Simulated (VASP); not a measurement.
Crystal: SiHg2 (fluorite type).

```
CELL_PARAMETERS angstrom
0.00000 3.16498 3.16498
3.16498 0.00000 3.16498
3.16498 3.16498 0.00000
ATOMIC_POSITIONS crystal
Si 0.00000 0.00000 0.00000
Hg 0.25000 0.25000 0.25000
Hg 0.75000 0.75000 0.75000
```

* Program: VASP 6.6.1
* Task: relaxation of cell and atoms
* Functional: PBE
* Potentials or basis: VASP PAW PBE potentials, release 64 (Si, Hg)
* Cutoff: 600 eV
* k mesh: 9 × 9 × 9
* Occupations: fermi-dirac, width 0.03 eV
* Spin: no spin polarisation

At the start: pressure 8.1 GPa; volume 21.14 Å³/atom.

Q: Where does the relaxation end?

A: Over 5 steps the energy falls by 59.5 meV/atom and the volume is 23.84 Å³/atom (+12.8 %); space group Fm-3m (No. 225, to 0.1 Å) before and after.

Step by step:
```tsv
step	energy change (eV)	largest force (eV/Å)	pressure (GPa)	volume (Å³)
1	0.0000	0.0000	8.07	63.41
2	-0.1692	0.0000	-1.32	73.69
3	-0.1784	0.0000	0.05	71.43
4	-0.1784	0.0000	-0.06	71.60
5	-0.1785	0.0000	0.01	71.51
```

Final structure:
```yaml
crystal:
  lattice:
    - [0.00000, 3.29436, 3.29436]
    - [3.29436, 0.00000, 3.29436]
    - [3.29436, 3.29436, 0.00000]
  atoms:
    - { symbol: Si, position: [0.00000, 0.00000, 0.00000] }
    - { symbol: Hg, position: [0.25000, 0.25000, 0.25000] }
    - { symbol: Hg, position: [0.75000, 0.75000, 0.75000] }
```
